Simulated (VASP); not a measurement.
# Ir (P6_3/mmc) in VASP: a series of runs

Ir is run at these levels: PBE, revPBE, BLYP; tasks: relaxation of cell and atoms, single point.

All numbers are computed with VASP 6.6.1; they aren't measurements. Logs are shortened: lines on timing, memory, paths and dates and some standing lists are left out, and cuts for length are marked.

## Step 1: The cell of the first run

The structure is hexagonal, space group P6_3/mmc (No. 194). Conventional cell: a = 2.751 Å, b = 2.751 Å, c = 4.462 Å, α = 90.00°, β = 90.00°, γ = 120.00°. Ir (site symmetry -6m2) has 12 Ir at 2.74 to 2.75 Å within 3.6 Å.

## Step 2: Relaxation of cell and atoms, PBE, target pressure 30 GPa, at which the enthalpy is minimised

INCAR reads:

```
SYSTEM = Ir
PREC = Accurate
ENCUT = 600
EDIFF = 1E-7
ISMEAR = -1
SIGMA = 0.05
LREAL = .FALSE.
LASPH = .TRUE.
NELM = 80
ALGO = Normal
ISIF = 3
LWAVE = .FALSE.
LCHARG = .FALSE.
GGA = PE
IBRION = 2
NSW = 60
EDIFFG = -0.01
PSTRESS = 300.0
```

KPOINTS reads:

```
Automatic mesh
0
G
  11 11 6
  0 0 0
```

POSCAR reads:

```
Ir
1.0
    2.7513778946      0.0000000000      0.0000000000
   -1.3756889473      2.3827631521      0.0000000000
    0.0000000000      0.0000000000      4.4622900000
Ir
2
Direct
    0.3333333333      0.6666666667      0.2500000000
    0.6666666667      0.3333333333      0.7500000000
```

Potentials or basis: VASP PAW PBE potentials, release 64 (Ir).

On the command line:

```bash
$ cat potpaw_PBE.64/Ir/POTCAR > POTCAR
$ mpirun -np 1 vasp_std > vasp.out
```

OUTCAR:

```text
SYSTEM = Ir
   PREC = Accurate
   ENCUT = 600
   EDIFF = 1E-7
   ISMEAR = -1
   LREAL = .FALSE.
   LASPH = .TRUE.
   NELM = 80
   ISIF = 3
   GGA = PE
   IBRION = 2
   NSW = 60
   EDIFFG = -0.01
   PSTRESS = 300.0

 ion  position               nearest neighbor table
   1  0.333  0.667  0.250-   2 2.74   2 2.74   2 2.74   2 2.74   2 2.74   2 2.74
   2  0.667  0.333  0.750-   1 2.74   1 2.74   1 2.74   1 2.74   1 2.74   1 2.74

  LATTYP: Found a hexagonal cell.
 ALAT       =     2.7513778946
 C/A-ratio  =     1.6218382828

  Lattice vectors:

 A1 = (   2.7513778946,   0.0000000000,   0.0000000000)
 A2 = (  -1.3756889473,   2.3827631521,   0.0000000000)
 A3 = (   0.0000000000,   0.0000000000,   4.4622900000)

Analysis of symmetry for initial positions (statically):
=====================================================================
 Subroutine PRICEL returns:
 Original cell was already a primitive cell.

 Routine SETGRP: Setting up the symmetry group for a
 hexagonal supercell.

 Subroutine GETGRP returns: Found 24 space group operations
 (whereof 12 operations were pure point group operations)
 out of a pool of 24 trial point group operations.

The static configuration has the point symmetry D_3d.
 The point group associated with its full space group is D_6h.

Analysis of symmetry for dynamics (positions and initial velocities):
=====================================================================
 Subroutine PRICEL returns:
 Original cell was already a primitive cell.

 Routine SETGRP: Setting up the symmetry group for a
 hexagonal supercell.

 Subroutine GETGRP returns: Found 24 space group operations
 (whereof 12 operations were pure point group operations)
 out of a pool of 24 trial point group operations.

The dynamic configuration has the point symmetry D_3d.
 The point group associated with its full space group is D_6h.

 Subroutine INISYM returns: Found 24 space group operations
 (whereof 12 operations are pure point group operations),
 and found     1 'primitive' translations

----------------------------------------------------------------------------------------

                                     Primitive cell

  volume of cell :      29.2542

  direct lattice vectors                    reciprocal lattice vectors
     2.751377895  0.000000000  0.000000000     0.363454254  0.209840411  0.000000000
    -1.375688947  2.382763152  0.000000000     0.000000000  0.419680823  0.000000000
     0.000000000  0.000000000  4.462290000     0.000000000  0.000000000  0.224100182

  length of vectors
     2.751377895  2.751377895  4.462290000     0.419680823  0.419680823  0.224100182

  position of ions in fractional coordinates (direct lattice)
     0.333333333  0.666666667  0.250000000
[... 83 lines left out ...]
   NFREE  =      1    steps in history (QN), initial steepest desc. (CG)
   ISIF   =      3    stress and relaxation
   ISYM   =      2    0-nonsym 1-usesym 2-fastsym
   POTIM  = 0.5000    time-step for ionic-motion
   TEBEG  =    0.0;   TEEND  =   0.0 temperature during run
   PSTRESS=  300.0 pullay stress
   NELECT =      18.0000    total number of electrons
   NUPDOWN=      -1.0000    fix difference up-down
   EMIN   =  10.00;   EMAX   =-10.00  energy-range for DOS
   EFERMI =   0.00;   METHOD = LEGACY
   ISMEAR =    -1;   SIGMA  =   0.05  broadening in eV -4-tet -1-fermi 0-gaus
   EFERMI_NEDOS =   21; number of points for ismear=-14 and -15
   IALGO  =     38    algorithm
   IMIX   =      4    mixing-type and parameters
     AMIX     =   0.40;   BMIX     =  1.00
     AMIX_MAG =   1.60;   BMIX_MAG =  1.00
  volume/ion in A,a.u.               =      14.63        98.71
  Fermi-wavevector in a.u.,A,eV,Ry     =   1.392417  2.631287 26.379323  1.938826
  Thomas-Fermi vector in A             =   2.516162
   LORBIT       =      0    0 simple, 1 ext, 2 COOP (PROOUT), +10 PAW based schemes
   GGA     = PE    functional components
   LHFCALC =     F    Hartree Fock is set to
   AEXX    =    0.0000 exact exchange contribution
   IVDW    =     0    specifies the selected vdW correction
   LEPSILON=     F    determine dielectric tensor
   LRPA    =     F    only Hartree local field effects (RPA)
 conjugate gradient relaxation of ions
 non-spin polarized calculation
  energy-cutoff  :      600.00
  volume of cell :       29.25
 maximum number of plane-waves:      1002
 NGX is ok and might be reduce to    24
   NGX = 11   NGY = 11   NGZ = 17

--------------------------------------- Ionic step        1  -------------------------------------------

 number of electron      17.9999998 magnetization

 Free energy of the ion-electron system (eV)
  ---------------------------------------------------
  ext. energy  EPLUGINS =         0.00000000
  ---------------------------------------------------
  free energy    TOTEN  =       -17.53653463 eV

  energy without entropy =      -17.51071651  energy(sigma->0) =      -17.52362557

 E-fermi :   9.9317     XC(G=0): -13.7904

 val. band max:        9.9206209128   @ k =   0.3636   0.1818   0.1667
 cond. band min:       9.9394173508   @ k =   0.2727   0.0909   0.3333
 fundamental gap:      0.0187964380
 Fermi energy:         9.9316803591

 k-point     1 :       0.0000    0.0000    0.0000
  band No.  band energies     occupation
      1      -0.9271      2.00000
      2       2.1085      2.00000
      3       6.1877      2.00000
      4       6.2919      2.00000
      5       6.2919      2.00000
      6       6.9161      2.00000
      7       6.9161      2.00000
      8       7.6752      2.00000
      9       7.6752      2.00000
     10       9.2131      2.00000
     11      10.2028      0.00880
     12      10.2028      0.00880
     13      16.7260      0.00000
[... 477 lines left out ...]
  energy  without entropy=      -17.3939974168  energy(sigma->0) =      -17.40569926

  enthalpy is  TOTEN    =       -12.2684535932 eV   P V=        5.1489475129

[... ionic steps 4 to 7 ...]

--------------------------------------- Ionic step        8  -------------------------------------------

 number of electron      18.0000001 magnetization

------------------------ aborting loop because EDIFF is reached ----------------------------------------
[... 71 lines left out ...]
--------------------------------------- Ionic step       10  -------------------------------------------

 number of electron      18.0000001 magnetization

 Free energy of the ion-electron system (eV)
  ---------------------------------------------------
  ext. energy  EPLUGINS =         0.00000000
  ---------------------------------------------------
  free energy    TOTEN  =       -17.36052533 eV

  energy without entropy =      -17.33769941  energy(sigma->0) =      -17.34911237

 E-fermi :  11.2473     XC(G=0): -14.2332

 val. band max:       11.2286632734   @ k =   0.3636   0.1818   0.1667
 cond. band min:      11.2534900189   @ k =   0.2727   0.0909   0.3333
 fundamental gap:      0.0248267455
 Fermi energy:        11.2473258544

 k-point     1 :       0.0000    0.0000    0.0000
  band No.  band energies     occupation
      1      -0.4350      2.00000
      2       2.6083      2.00000
      3       7.0329      2.00000
      4       7.1505      2.00000
      5       7.1505      2.00000
      6       7.8569      2.00000
      7       7.8569      2.00000
      8       8.7231      2.00000
      9       8.7231      2.00000
     10      10.3107      2.00000
     11      11.5520      0.00451
     12      11.5520      0.00450
     13      18.7335      0.00000
[... 401 lines left out ...]
  energy  without entropy=      -17.3376994054  energy(sigma->0) =      -17.34911237

  enthalpy is  TOTEN    =       -12.2749358021 eV   P V=        5.0855895252

 reached required accuracy - stopping structural energy minimisation
```

OSZICAR:

```text
N       E                     dE             d eps       ncg     rms          rms(c)
DAV:   1     0.164690601445E+03    0.16469E+03   -0.93403E+03  1664   0.155E+03
DAV:   2    -0.112934339707E+02   -0.17598E+03   -0.16180E+03  1694   0.384E+02
DAV:   3    -0.185045509186E+02   -0.72111E+01   -0.66889E+01  2071   0.863E+01
[... 82 lines left out ...]
DAV:   1    -0.173605320164E+02    0.14757E-02   -0.29216E-04  1714   0.262E-01    0.315E-02
DAV:   2    -0.173605255730E+02    0.64434E-05   -0.12009E-05  1824   0.496E-02    0.115E-02
DAV:   3    -0.173605251048E+02    0.46824E-06   -0.29679E-06  2039   0.232E-02    0.272E-03
DAV:   4    -0.173605253373E+02   -0.23253E-06   -0.95425E-08   922   0.359E-03    0.377E-04
DAV:   5    -0.173605253274E+02    0.99215E-08   -0.13434E-08   832   0.161E-03
  10 F= -.12274936E+02 E0= -.12263523E+02  d E =-.778258E-04
```

CONTCAR:

```text
Ir
   1.00000000000000
     2.6831168010725883   -0.0000000000000000    0.0000000000000000
    -1.3415584005362942    2.3236473110091840   -0.0000000000000000
     0.0000000000000000   -0.0000000000000000    4.3563307172133898
  Ir
     2
Direct
     0.3333333332999970    0.6666666667000030    0.2500000000000000
     0.6666666667000030    0.3333333332999970    0.7500000000000000

  0.00000000E+00  0.00000000E+00  0.00000000E+00
  0.00000000E+00  0.00000000E+00  0.00000000E+00
```

Run time: 2.6 min. Hardware: 1 thread of Intel Xeon Platinum 8259CL at 2.50GHz (Skylake/Cascade Lake), shared host; peak memory 0.18 GiB.

What came out:

```
Free energy                                            : -17.3605 eV
Relaxed volume                                         : 13.58 Å³/atom
Relaxed cell                                           : a = 2.683 Å, b = 2.683 Å, c = 4.356 Å, α = 90.00°, β = 90.00°, γ = 120.00°
Space group after relaxing (to 0.05 Å)                 : P6_3/mmc (No. 194)
Energy change on relaxing (the enthalpy is what falls) : +88.0 meV/atom
Ionic steps                                            : 10
Pressure after relaxing                                : 30.0 GPa
Band gap on the k mesh                                 : zero (band 9 reaches 12.31 eV, above the bottom of band 10 at 8.84 eV)
```

The path:
| step | energy change (eV) | largest force (eV/Å) | pressure (GPa) | volume (Å³) |
| --- | --- | --- | --- | --- |
| 1 | 0.0000 | 0.0000 | -0.74 | 29.25 |
| 2 | 9.2504 | 0.0000 | 437.58 | 18.91 |
| 3 | 0.1191 | 0.0000 | 24.04 | 27.50 |
| 4 | 0.1514 | 0.0000 | 27.51 | 27.30 |
| 5 | 0.1767 | 0.0000 | 30.02 | 27.16 |
| 6 | 0.1691 | 0.0000 | 29.29 | 27.20 |
| 7 | 0.1700 | 0.0000 | 29.36 | 27.19 |
| 8 | 0.1699 | 0.0000 | 29.35 | 27.19 |
| 9 | 0.1745 | 0.0000 | 29.81 | 27.17 |
| 10 | 0.1760 | 0.0000 | 29.95 | 27.16 |

Final structure:
```
Ir
1.0
     2.68312    0.00000    0.00000
    -1.34156    2.32365    0.00000
     0.00000    0.00000    4.35633
Ir
2
Direct
  0.33333 0.66667 0.25000
  0.66667 0.33333 0.75000
```

Caveat: the cell is relaxed towards a set pressure, so the enthalpy falls and the energy may rise; spin-orbit coupling is left out, which moves the levels of the heavy elements.

## Step 3: Single point, revPBE

This run uses another cell than the first one, of 14.70 Å³/atom, 1.005 times its volume.

INCAR reads:

```
PREC = Accurate
ENCUT = 520
EDIFF = 1E-6
ISMEAR = -1
SIGMA = 0.05
LREAL = F
LASPH = T
NELM = 60
ALGO = Normal
ISIF = 2
LWAVE = F
LCHARG = F
GGA = RE
NBANDS = 16
```

KPOINTS reads:

```
Automatic mesh
0
Gamma
  11 11 6
```

POSCAR reads:

```
Ir
1.0
    2.7569922977      0.0000000000      0.0000000000
   -1.3784961488      2.3876253678      0.0000000000
    0.0000000000      0.0000000000      4.4657138925
Ir
2
Direct
    0.3333333333      0.6666666667      0.2500000000
    0.6666666667      0.3333333333      0.7500000000
```

Potentials or basis: VASP PAW PBE potentials, release 64 (Ir).

On the command line:

```bash
$ cat potpaw_PBE.64/Ir/POTCAR > POTCAR
$ mpirun -np 1 vasp_std > vasp.out
```

It took 16 s on 1 thread of AMD EPYC 9R45 (Zen 5), shared host; peak memory 0.14 GiB.

It converged, with:

```
Free energy            : -16.4762 eV
Pressure               : 0.4 GPa
Band gap on the k mesh : zero (band 9 reaches 10.82 eV, above the bottom of band 10 at 7.77 eV)
```

Levels at points of the mesh, in eV from the Fermi level:
```tsv
k point	band 5	band 6	band 7	band 8	band 9	band 10	band 11	band 12	band 13	band 14
(0.00, 0.00, 0.00)	-3.61	-2.99	-2.99	-2.25	-2.25	-0.69	0.27	0.27	6.78	14.30
(0.00, 0.00, 0.50)	-3.73	-3.73	-3.73	-3.73	-0.44	-0.44	-0.44	-0.44	13.57	13.57
```

Caveat: the PAW data sets were made with another functional, which shifts forces and pressure a little; spin-orbit coupling is left out, which moves the levels of the heavy elements.

## Step 4: Single point, PBE

INCAR reads:

```
SYSTEM = Ir
PREC = Accurate
ENCUT = 520
EDIFF = 1E-6
ISMEAR = 0
SIGMA = 0.012
LREAL = .FALSE.
LASPH = .TRUE.
NELM = 100
ALGO = Normal
ISIF = 2
LWAVE = .FALSE.
LCHARG = .TRUE.
GGA = PE
LELF = .TRUE.
LVHAR = .TRUE.
NBANDS = 16
```

KPOINTS reads:

```
Automatic mesh
0
G
  11 11 6
  0 0 0
```

POSCAR reads:

```
Ir
1.0
    2.7513778946      0.0000000000      0.0000000000
   -1.3756889473      2.3827631521      0.0000000000
    0.0000000000      0.0000000000      4.4622900000
Ir
2
Direct
    0.3333333333      0.6666666667      0.2500000000
    0.6666666667      0.3333333333      0.7500000000
```

On the command line:

```bash
$ cat potpaw_PBE.64/Ir/POTCAR > POTCAR
$ mpirun -np 1 vasp_std > vasp.out
```

Run time: 13 s. Hardware: 1 thread of AMD EPYC 9R45 (Zen 5), shared host; peak memory 0.13 GiB.

Results (log left out):

| Item | Value |
| --- | --- |
| Free energy | -17.5213 eV |
| Pressure | -1.0 GPa |
| Band gap on the k mesh | zero (band 9 reaches 10.85 eV, above the bottom of band 10 at 7.79 eV) |

Stress tensor (GPa, compression positive):
```
-1.40  0.00  0.00
 0.00 -1.40  0.00
 0.00  0.00 -0.07
```

Levels at points of the mesh, in eV from the Fermi level:
```tsv
k point	band 6	band 7	band 8	band 9	band 10	band 11	band 12	band 13
(0.00, 0.00, 0.00)	-3.02	-3.02	-2.26	-2.26	-0.72	0.27	0.27	6.79
(0.00, 0.00, 0.50)	-3.76	-3.76	-3.76	-0.44	-0.44	-0.44	-0.44	13.59
```

Caveat: spin-orbit coupling is left out, which moves the levels of the heavy elements.

## Step 5: Single point, BLYP

This run uses another cell than the first one, of 15.33 Å³/atom, 1.048 times its volume.

INCAR reads:

```
SYSTEM = Ir
AGGAC = 1.0
AGGAX = 1.0
ALDAC = 0.0
ALDAX = 1.0
ALGO = Fast
EDIFF = 1E-7
ENCUT = 520
GGA = B5
ISIF = 2
ISMEAR = -1
LASPH = .True.
LCHARG = .False.
LREAL = .False.
LWAVE = .False.
NBANDS = 16
NELM = 80
PREC = Accurate
SIGMA = 0.05
```

KPOINTS reads:

```
k-points
0
Gamma
  11 11 6
  0 0 0
```

POSCAR reads:

```
Ir
1.0
    2.7963987384      0.0000000000      0.0000000000
   -1.3981993692      2.4217523466      0.0000000000
    0.0000000000      0.0000000000      4.5287798474
Ir
2
Direct
    0.3333333333      0.6666666667      0.2500000000
    0.6666666667      0.3333333333      0.7500000000
```

On the command line:

```bash
$ cat potpaw_PBE.64/Ir/POTCAR > POTCAR
$ mpirun -np 1 vasp_std > vasp.out
```

Run time: 38 s. Hardware: 1 thread of AMD EPYC 9R45 (Zen 5), shared host; peak memory 0.14 GiB.

Results (log left out):

```yaml
Free_energy: -14.7434 eV
Pressure: 2.3 GPa
Band_gap_on_the_k_mesh: zero (band 9 reaches 10.57 eV, above the bottom of band 10 at 7.79 eV)
```

Stress tensor (GPa, compression positive):
```
2.29 0.00 0.00
0.00 2.29 0.00
0.00 0.00 2.39
```

Levels at points of the mesh, in eV from the Fermi level:
```tsv
k point	band 7	band 8	band 9	band 10	band 11	band 12
(0.00, 0.00, 0.00)	-2.82	-2.13	-2.13	-0.27	0.24	0.24
(0.00, 0.00, 0.50)	-3.51	-3.51	-0.44	-0.44	-0.44	-0.44
```

Caveat: the PAW data sets were made with another functional, which shifts forces and pressure a little; spin-orbit coupling is left out, which moves the levels of the heavy elements.

## Step 6: Overview

| task | level | cell | cutoff (eV) | smearing | gap on the mesh (eV) | pressure (GPa) |
| --- | --- | --- | --- | --- | --- | --- |
| relaxation of cell and atoms | PBE | relaxed to 30 GPa from a = 2.751, b = 2.751, c = 4.462 Å, angles 90.0, 90.0, 120.0°, 2 atoms | 600 | fermi-dirac 0.05 eV | none | 30.0 |
| single point | revPBE | a = 2.757, b = 2.757, c = 4.466 Å, angles 90.0, 90.0, 120.0°, 2 atoms | 520 | fermi-dirac 0.05 eV | none | 0.4 |
| single point | PBE | a = 2.751, b = 2.751, c = 4.462 Å, angles 90.0, 90.0, 120.0°, 2 atoms | 520 | gaussian 0.012 eV | none | -1.0 |
| single point | BLYP | a = 2.796, b = 2.796, c = 4.529 Å, angles 90.0, 90.0, 120.0°, 2 atoms | 520 | fermi-dirac 0.05 eV | none | 2.3 |

Alike in all rows: potentials or basis VASP PAW PBE potentials, release 64 (Ir); no spin polarisation; k mesh 11 × 11 × 6.

Caveats: spin-orbit coupling is left out, which moves the levels of the heavy elements; the PAW data sets were made with another functional, which shifts forces and pressure a little (some runs); the cell is relaxed towards a set pressure, so the enthalpy falls and the energy may rise (some runs).

Absolute energies hang on the potentials; compare differences alone.
